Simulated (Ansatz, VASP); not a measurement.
# One calculation of Ga3Sb, two programs

Contents of INCAR:

```
SYSTEM = Ga3Sb
PREC = Accurate ; ENCUT = 520
EDIFF = 1E-7 ; ISMEAR = 0
SIGMA = 0.15 ; LREAL = .False.
LASPH = .True. ; NELM = 80
ALGO = Fast ; ISIF = 2
LWAVE = .False. ; LCHARG = .False.
GGA = PE ; NBANDS = 30
```

KPOINTS

```
Automatic mesh
0
Gamma
  14 14 14
  0 0 0
```

POSCAR

```
Ga3Sb
1.0
   -2.3428074706      2.3428074706      4.2203249441
    2.3428074706     -2.3428074706      4.2203249441
    2.2285241794      2.2285241794     -4.2203249441
Ga Sb
3 1
Direct
    0.7500000000      0.2500000000      0.5000000000
    0.2500000000      0.7500000000      0.5000000000
    0.5000000000      0.5000000000      0.0000000000
    0.0000000000      0.0000000000      0.0000000000
```

Input for Ansatz:

```yaml
crystal:
  lattice:
    - [-2.3428074706, 2.3428074706, 4.2203249441]
    - [2.3428074706, -2.3428074706, 4.2203249441]
    - [2.2285241794, 2.2285241794, -4.2203249441]
  atoms:
    - { symbol: Ga, position: [0.75, 0.25, 0.5] }
    - { symbol: Ga, position: [0.25, 0.75, 0.5] }
    - { symbol: Ga, position: [0.5, 0.5, 0.0] }
    - { symbol: Sb, position: [0.0, 0.0, 0.0] }
basis:
  ecutwfc: 420
kpoints:
  mp_grid: { grid: [14, 14, 14] }
hamiltonian:
  xc: pbe
scf:
  occupations: { method: gaussian, width: 0.15 }
output:
  forces: true
  stress: true
  eigenvalues: true
```

Change from the starting cell: strain -0.0500 x Voigt [0, 0, 0, 0, 0, 1], atoms carried along.

Alike in both runs: task single point; functional PBE; k mesh 14 × 14 × 14; occupations gaussian, width 0.15 eV; no spin polarisation.

```csv
,VASP,Ansatz
version,VASP 6.6.1,Ansatz 0.2.0
potentials or method,"VASP PAW PBE potentials, release 64 (Ga_d, Sb), cutoff 520 eV","scalar-relativistic, plane waves, PAW"
valence electrons in the cell,44,54
```

Ansatz gave:

```
gap on the k mesh at the Fermi level (eV)                     : none
pressure (GPa)                                                : 0.1
traceless stress, the component that is largest in VASP (GPa) : 0.63
```

Task: What did VASP give for the same quantities?

Result: gap on the k mesh at the Fermi level (eV): none; pressure (GPa): 0.1; traceless stress, the component that is largest in VASP (GPa): 0.64.

A gap of «none» marks a metal or a gap that the smearing closes. VASP's potentials hold 44 valence electrons a cell and Ansatz's 54, so a difference there can come from the potentials and not from the codes.

Neither program's run includes spin-orbit coupling.
